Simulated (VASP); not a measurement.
# K: single point with LDA

Crystal: K.

```
K
1.0
     0.00000    4.30868    4.30868
     4.30868    0.00000    4.30868
     4.30868    4.30868    0.00000
K
2
Cartesian
  -1.0772 -1.0772 -1.0772
  1.0772 1.0772 1.0772
```

This isn't the form of K at room conditions, which is bcc.

* Program: VASP 6.6.1
* Task: single point
* Functional: LDA
* Potentials or basis: VASP PAW LDA potentials, release 64 (K_sv)
* Cutoff: 520 eV
* k mesh: 9 × 9 × 9
* Occupations: fermi-dirac, width 0.08 eV
* Spin: no spin polarisation

```
Pressure               : 0.4 GPa
Band gap on the k mesh : zero (bands 9 and 10 overlap by 0.33 eV)
```

Levels at points of the mesh, in eV from the Fermi level:
| k point | band 6 | band 7 | band 8 | band 9 | band 10 | band 11 | band 12 | band 13 |
| --- | --- | --- | --- | --- | --- | --- | --- | --- |
| (0.00, 0.00, 0.00) | -15.92 | -15.92 | -15.92 | -2.10 | 2.53 | 2.53 | 2.53 | 2.67 |

It took 120 s on 1 thread of Intel Xeon 8259CL, on a shared host, peak memory 0.27 GiB.
